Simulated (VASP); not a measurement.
# P in VASP: single point with PBE+D3(BJ)

Aim: the single point of P with PBE+D3(BJ).

All numbers are computed with VASP 6.6.1; they aren't measurements. Logs are shortened: lines on timing, memory, paths and dates and some standing lists are left out, and cuts for length are marked.

## (1) The cell of the first run

The cell holds a slab with vacuum, 16 atoms: a = 6.645 Å, b = 8.334 Å, c = 18.168 Å, α = 90.00°, β = 90.00°, γ = 90.00°.

## (2) Single point, PBE+D3(BJ)

File INCAR:

```
SYSTEM = P
ALGO     = Normal         ! electronic algorithm
DIPOL    = 0.5 0.5 0.500
EDIFF    = 1E-6           ! SCF threshold, eV
ENCUT    = 400            ! plane-wave cutoff, eV
GGA      = PE             ! functional
GGA_COMPAT= .FALSE.      
IDIPOL   = 3            
ISIF     = 2              ! what is computed and relaxed
ISMEAR   = 0              ! smearing method
IVDW     = 12             ! dispersion correction
LASPH    = .TRUE.         ! aspherical terms in the spheres
LCHARG   = .FALSE.        ! write CHGCAR
LDIPOL   = .TRUE.       
LREAL    = .FALSE.        ! projectors in reciprocal space
LWAVE    = .FALSE.        ! write WAVECAR
NBANDS   = 54             ! bands
NELM     = 120            ! most SCF steps
NELMDL   = -8           
PREC     = Accurate       ! precision mode
SIGMA    = 0.1            ! smearing width, eV
```

File KPOINTS:

```
k-points
0
G
  3 3 1
  0 0 0
```

File POSCAR:

```
P
1.0
    6.6450486461      0.0000000000      0.0000000000
    0.0000000000      8.3337236007      0.0000000000
    0.0000000000      0.0000000000     18.1683549931
P
16
Direct
    0.2500000000      0.4640486018      0.4403260506
    0.2500000000      0.9640486018      0.4403260506
    0.7500000000      0.4640486018      0.4403260506
    0.7500000000      0.9640486018      0.4403260506
    0.5000000000      0.2859513982      0.4403260506
    0.5000000000      0.7859513982      0.4403260506
    0.0000000000      0.2859513982      0.4403260506
    0.0000000000      0.7859513982      0.4403260506
    0.7500000000      0.0364083404      0.5586964729
    0.7500000000      0.5364083404      0.5586964729
    0.2500000000      0.0364083404      0.5586964729
    0.2500000000      0.5364083404      0.5586964729
    0.5000000000      0.2135916596      0.5586964729
    0.5000000000      0.7135916596      0.5586964729
    0.0000000000      0.2135916596      0.5586964729
    0.0000000000      0.7135916596      0.5586964729
```

Potentials or basis: VASP PAW PBE potentials, release 64 (P).

Command:

```console
> cat potpaw_PBE.64/P/POTCAR > POTCAR
> mpirun -np 1 vasp_std > vasp.out
```

OUTCAR:

```text
SYSTEM = P
   EDIFF = 1E-6
   ENCUT = 400
   GGA = PE
   ISIF = 2
   ISMEAR = 0
   IVDW = 12
   LASPH = .TRUE.
   LREAL = .FALSE.
   NELM = 120
   NELMDL = -8
   PREC = Accurate
 IVDW          = 12

 ion  position               nearest neighbor table
   1  0.250  0.464  0.440-   5 2.23   7 2.23  12 2.23
   2  0.250  0.964  0.440-   6 2.23   8 2.23  11 2.23
   3  0.750  0.464  0.440-   5 2.23   7 2.23  10 2.23
   4  0.750  0.964  0.440-   6 2.23   8 2.23   9 2.23
   5  0.500  0.286  0.440-   1 2.23   3 2.23  13 2.23
   6  0.500  0.786  0.440-   2 2.23   4 2.23  14 2.23
[... 8 lines left out ...]
  15  0.000  0.214  0.559-   9 2.22  11 2.22   7 2.23
  16  0.000  0.714  0.559-  10 2.22  12 2.22   8 2.23
[... 8 lines left out ...]
 A1 = (   6.6450486461,   0.0000000000,   0.0000000000)
 A2 = (   0.0000000000,   8.3337236007,   0.0000000000)
 A3 = (   0.0000000000,   0.0000000000,  18.1683549931)

Analysis of symmetry for initial positions (statically):
=====================================================================
 Subroutine PRICEL returns following result:

  LATTYP: Found a simple orthorhombic cell.
 ALAT       =     3.3225243231
 B/A-ratio  =     1.2541252961
 C/A-ratio  =     5.4682383714

  Lattice vectors:

 A1 = (   3.3225243231,   0.0000000000,   0.0000000000)
 A2 = (   0.0000000000,   4.1668618004,   0.0000000000)
 A3 = (   0.0000000000,   0.0000000000,  18.1683549931)

   4 primitive cells build up your supercell.

 Routine SETGRP: Setting up the symmetry group for a
 simple orthorhombic supercell.

 Subroutine GETGRP returns: Found  4 space group operations
 (whereof  2 operations were pure point group operations)
 out of a pool of  8 trial point group operations.

The static configuration has the point symmetry C_1h.
 The point group associated with its full space group is C_2v.

Analysis of symmetry for dynamics (positions and initial velocities):
=====================================================================
 Subroutine PRICEL returns following result:

  LATTYP: Found a simple orthorhombic cell.
 ALAT       =     3.3225243231
 B/A-ratio  =     1.2541252961
 C/A-ratio  =     5.4682383714

  Lattice vectors:

 A1 = (   3.3225243231,   0.0000000000,   0.0000000000)
 A2 = (   0.0000000000,   4.1668618004,   0.0000000000)
 A3 = (   0.0000000000,   0.0000000000,  18.1683549931)

   4 primitive cells build up your supercell.

 Routine SETGRP: Setting up the symmetry group for a
[... 101 lines left out ...]
   NELECT =      80.0000    total number of electrons
   NUPDOWN=      -1.0000    fix difference up-down
   EMIN   =  10.00;   EMAX   =-10.00  energy-range for DOS
   EFERMI =   0.00;   METHOD = LEGACY
   ISMEAR =     0;   SIGMA  =   0.10  broadening in eV -4-tet -1-fermi 0-gaus
   EFERMI_NEDOS =   21; number of points for ismear=-14 and -15
   IALGO  =     38    algorithm
   IMIX   =      4    mixing-type and parameters
     AMIX     =   0.40;   BMIX     =  1.00
     AMIX_MAG =   1.60;   BMIX_MAG =  1.00
  volume/ion in A,a.u.               =      62.88       424.36
  Fermi-wavevector in a.u.,A,eV,Ry     =   0.703970  1.330310  6.742682  0.495573
  Thomas-Fermi vector in A             =   1.789084
   LORBIT       =      0    0 simple, 1 ext, 2 COOP (PROOUT), +10 PAW based schemes
   GGA     = PE    functional components
   LHFCALC =     F    Hartree Fock is set to
   AEXX    =    0.0000 exact exchange contribution
   IVDW    =    12    specifies the selected vdW correction
   LEPSILON=     F    determine dielectric tensor
   LRPA    =     F    only Hartree local field effects (RPA)
 non-spin polarized calculation
 Gauss-broadening in eV      SIGMA  =   0.10
  energy-cutoff  :      400.00
  volume of cell :     1006.13
 maximum number of plane-waves:     18325
 NGX is ok and might be reduce to    48
   NGX = 21   NGY = 27   NGZ = 59

 dipolmoment           0.000000      0.000000     -0.000122 electrons x Angstroem

 number of electron      80.0000016 magnetization

 dipolmoment           0.000000      0.000000      0.000739 electrons x Angstroem

 Free energy of the ion-electron system (eV)
  ---------------------------------------------------
  ext. energy  EPLUGINS =         0.00000000
  ---------------------------------------------------
  free energy    TOTEN  =       -85.37595344 eV

  energy without entropy =      -85.37469995  energy(sigma->0) =      -85.37532669

 E-fermi :  -1.0858     XC(G=0):  -3.5087

 val. band max:       -1.2579686579   @ k =   0.0000   0.3333   0.0000
 cond. band min:      -0.9325054916   @ k =   0.0000   0.0000   0.0000
 fundamental gap:      0.3254631662
 Fermi energy:        -1.0858401890

 k-point     1 :       0.0000    0.0000    0.0000
  band No.  band energies     occupation
      1     -16.8401      2.00000
      2     -15.3804      2.00000
      3     -15.3479      2.00000
      4     -14.0124      2.00000
      5     -13.9958      2.00000
      6     -13.9958      2.00000
[... 209 lines left out ...]
     51       1.7251      0.00000
     52       1.9625      0.00000
 [bands above 52 left out]

------------------------ aborting loop because EDIFF is reached ----------------------------------------

 vacuum level on the upper side and lower side of the slab       (xc-potential included)        -0.108        -0.109

 Edisp (eV)   -4.19598

 E8    (eV) :    -1.6998

  FORCE on cell =-STRESS in cart. coord.  units (eV):
  Direction    XX          YY          ZZ          XY          YZ          ZX
  --------------------------------------------------------------------------------------
  -------------------------------------------------------------------------------------
  Total       2.97418     4.11272    -0.71441     0.00000     0.00000     0.00000
  in kB       4.73615     6.54918    -1.13764     0.00000     0.00000     0.00000
  external pressure =        3.38 kB  Pullay stress =        0.00 kB

 VOLUME and BASIS-vectors are now :
 -----------------------------------------------------------------------------
  energy-cutoff  :      400.00
  volume of cell :     1006.13
      direct lattice vectors                 reciprocal lattice vectors
     6.645048646  0.000000000  0.000000000     0.150487988  0.000000000  0.000000000
     0.000000000  8.333723601  0.000000000     0.000000000  0.119994380  0.000000000
     0.000000000  0.000000000 18.168354993     0.000000000  0.000000000  0.055040756

 POSITION                                       TOTAL-FORCE (eV/Angst)
 -----------------------------------------------------------------------------------
      1.66126      3.86725      8.00000        -0.000000     -0.128168      0.037973
      1.66126      8.03411      8.00000        -0.000000     -0.128168      0.037973
      4.98379      3.86725      8.00000        -0.000000     -0.128168      0.037973
      4.98379      8.03411      8.00000        -0.000000     -0.128168      0.037973
      3.32252      2.38304      8.00000        -0.000000      0.128168      0.037973
      3.32252      6.54990      8.00000         0.000000      0.128168      0.037973
[... 8 lines left out ...]
      0.00000      1.78001     10.15060         0.000000     -0.036282     -0.037973
      0.00000      5.94688     10.15060        -0.000000     -0.036282     -0.037973
 -----------------------------------------------------------------------------------
    total drift:                               -0.000000      0.000000      0.001620

  FREE ENERGIE OF THE ION-ELECTRON SYSTEM (eV)
  ---------------------------------------------------
  free  energy   TOTEN  =       -89.5719358833 eV

  energy  without entropy=      -89.5706824011  energy(sigma->0) =      -89.57130914

 vacuum level on the upper side and lower side of the slab         3.204         3.202
```

OSZICAR:

```text
N       E                     dE             d eps       ncg     rms          rms(c)
DAV:   1     0.529700983231E+03    0.52970E+03   -0.22814E+04   432   0.884E+02
DAV:   2    -0.100956698254E+02   -0.53980E+03   -0.51617E+03   632   0.194E+02
DAV:   3    -0.837688237270E+02   -0.73673E+02   -0.72838E+02   528   0.764E+01
[... 17 lines left out ...]
DAV:  21    -0.853758371621E+02   -0.12164E-03   -0.66096E-06   474   0.480E-03    0.285E-03
DAV:  22    -0.853759135729E+02   -0.76411E-04   -0.46367E-06   458   0.382E-03    0.126E-03
DAV:  23    -0.853759416746E+02   -0.28102E-04   -0.14529E-06   410   0.211E-03    0.174E-03
DAV:  24    -0.853759525516E+02   -0.10877E-04   -0.65765E-07   378   0.131E-03    0.648E-04
DAV:  25    -0.853759534352E+02   -0.88368E-06   -0.46172E-08   336   0.498E-04
   1 F= -.89571936E+02 E0= -.89571309E+02  d E =-.125348E-02
```

Wall time 3.3 min (1 thread of Intel Xeon 6975P-C (Granite Rapids), shared host); peak memory 0.63 GiB.

Results:

| Item | Value |
| --- | --- |
| Free energy | -89.5719 eV |
| Largest force | 0.134 eV/Å |
| Band gap on the k mesh | 0.33 eV |
| Dispersion energy per atom | -0.262 eV |

Forces on the atoms (eV/Å):
```
P    0.000 -0.128  0.038
P    0.000 -0.128  0.038
P    0.000 -0.128  0.038
P    0.000 -0.128  0.038
P    0.000  0.128  0.038
P    0.000  0.128  0.038
P    0.000  0.128  0.038
P    0.000  0.128  0.038
P    0.000  0.036 -0.038
P    0.000  0.036 -0.038
P    0.000  0.036 -0.038
P    0.000  0.036 -0.038
P    0.000 -0.036 -0.038
P    0.000 -0.036 -0.038
P    0.000 -0.036 -0.038
P    0.000 -0.036 -0.038
```

Levels at points of the mesh, in eV from the valence-band top:
| k point | band 38 | band 39 | band 40 | band 41 | band 42 | band 43 |
| --- | --- | --- | --- | --- | --- | --- |
| (0.00, 0.00, 0.00) | -0.86 | -0.86 | -0.08 | 0.33 | 1.19 | 1.31 |
